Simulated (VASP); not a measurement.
A run of VASP 6.6.1 is set up as follows.

The input POSCAR:

```
H18CO9
1.0
    6.7017590000      0.0000000000      0.0000000000
    0.0000000000      6.7017590000      0.0000000000
    0.0000000000      0.0000000000      6.7017590000
O H C
9 18 1
Direct
    0.1876820697      0.4897072545      0.4872899786
   -0.0427947349      0.0491363536      0.8284392202
    0.6160621413      0.7160358945      0.4652659100
    0.2716749438     -0.0211586242      0.5051808040
    0.6021553446      0.1946354681      0.2166147723
    0.3909421392      0.5097766124      1.0802984709
    1.0167181482      0.4539852895      0.8799480853
    0.7631727730      0.7559060241      0.0525235240
    0.5785943660      0.2894463976      0.6042741913
    0.3204233396      0.4455248242      0.5384258073
    0.2184202685      0.5449464835      0.3559364042
   -0.0054314099      0.1892339011      0.8438829269
    0.0520460375     -0.0068787911      0.7284356241
    0.7004429733      0.7020843334      0.3482070901
    0.6358479915      0.5911134674      0.5395598379
    0.2603943233      0.0656991694      0.3926879495
    0.3602337834     -0.1282797546      0.4537913106
    0.6605728436      0.0853954909      0.1428281739
    0.6497249453      0.2016485523      0.3555335249
    0.4881703445      0.6133464364      1.1033222770
    0.4554774351      0.3830486892      1.0825516107
    1.1341201616      0.5077174515      0.9437820727
    1.0328930061      0.4985705992      0.7414023691
    0.8369742929      0.8662054246     -0.0125191013
    0.8400331913      0.6378922310      0.0107434481
    0.6027969672     -0.0090424022      0.6534851522
    0.5119700664      0.1587792101      0.8700551601
    0.5650158414      0.1442009478      0.7119623371
```

The input INCAR.step1:

```
PREC = Accurate
ENCUT = 580
ISMEAR = -1
SIGMA = 0.02
LREAL = False
LASPH = True
NELM = 120
NBANDS = 58
GGA = PE
ALGO = Normal
EDIFF = 1E-5
LWAVE = True
LCHARG = False
GGA_COMPAT = False
```

File INCAR.step2:

```
PREC = Accurate
ENCUT = 580
EDIFF = 1E-6
ISMEAR = -1
SIGMA = 0.02
LREAL = False
LASPH = True
NELM = 120
ALGO = Normal
ISIF = 2
LWAVE = False
LCHARG = False
METAGGA = R2SCAN
LMIXTAU = True
IVDW = 12
VDW_S6 = 1.0
VDW_S8 = 0.78981345
VDW_A1 = 0.49484001
VDW_A2 = 5.73083694
NBANDS = 58
ISTART = 1
GGA_COMPAT = False
```

File KPOINTS:

```
regular mesh
0
Gamma
  1 1 1
```

Potentials or basis: VASP PAW PBE potentials, release 64 (O, H, C).

The run is started by

```bash
$ cat potpaw_PBE.64/O/POTCAR potpaw_PBE.64/H/POTCAR potpaw_PBE.64/C/POTCAR > POTCAR
$ cp INCAR.step1 INCAR
$ mpirun -np 1 vasp_gam > vasp.out
$ cp INCAR.step2 INCAR
$ mpirun -np 1 vasp_gam > vasp.out
```

(1) Predict the largest force.

(2) Estimate the dispersion energy per atom.

(3) What does it give for the pressure?

Answers

(1) 1.823 eV/Å.

(2) -0.017 eV.

(3) -1.7 GPa.

Caveat: the k points lie up to 0.94 Å⁻¹ apart, too coarse for converged energies, forces and pressures; the PAW data sets were made with another functional, which shifts forces and pressure a little.
